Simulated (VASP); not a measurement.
Input of a VASP 6.6.1 run:

The input INCAR:

```
SYSTEM = CuWN2
PREC = Accurate ; ENCUT = 600
EDIFF = 1E-7 ; ISMEAR = 0
SIGMA = 0.1 ; LREAL = .FALSE.
LASPH = .TRUE. ; NELM = 80
ALGO = Normal ; ISIF = 3
LWAVE = .FALSE. ; LCHARG = .FALSE.
GGA = PE ; IBRION = 2
NSW = 100 ; EDIFFG = -0.01
```

KPOINTS

```
Automatic mesh
0
G
  12 12 14
  0 0 0
```

Contents of POSCAR:

```
CuWN2
1.0
    4.2034085234      0.0000000000      0.0000000000
   -2.1017042617      3.6402585638      0.0000000000
    0.0000000000      0.0000000000      3.3172129077
Cu W N
1 1 2
Direct
    0.3333333333      0.6666666667      0.0000000000
    0.0000000000      0.0000000000      0.0000000000
    0.3333333333      0.6666666667      0.5000000000
    0.6666666667      0.3333333333      0.5000000000
```

Potentials or basis: VASP PAW PBE potentials, release 64 (Cu, W_sv, N).

The run is started by

```sh
$ cat potpaw_PBE.64/Cu/POTCAR potpaw_PBE.64/W_sv/POTCAR potpaw_PBE.64/N/POTCAR > POTCAR
$ mpirun -np 1 vasp_std > vasp.out
```

Predict the band gap on the k mesh.

zero (an odd number of electrons rules out a gap without spin polarisation).

Predict the relaxed volume.

12.68 Å³/atom.

Estimate the relaxed cell.

a = 4.204 Å, b = 4.204 Å, c = 3.315 Å, α = 90.00°, β = 90.00°, γ = 120.00°.

Final structure:
```
CELL_PARAMETERS angstrom
4.20401 0.00000 0.00000
-2.10201 3.64078 0.00000
0.00000 0.00000 3.31461
ATOMIC_POSITIONS crystal
Cu 0.33333 0.66667 0.00000
W 0.00000 0.00000 0.00000
N 0.33333 0.66667 0.50000
N 0.66667 0.33333 0.50000
```

Caveat: spin-orbit coupling is left out, which moves the levels of the heavy elements. With open d or f shells a metallic result of PBE can be an artefact of self-interaction; +U or a hybrid may open a gap.
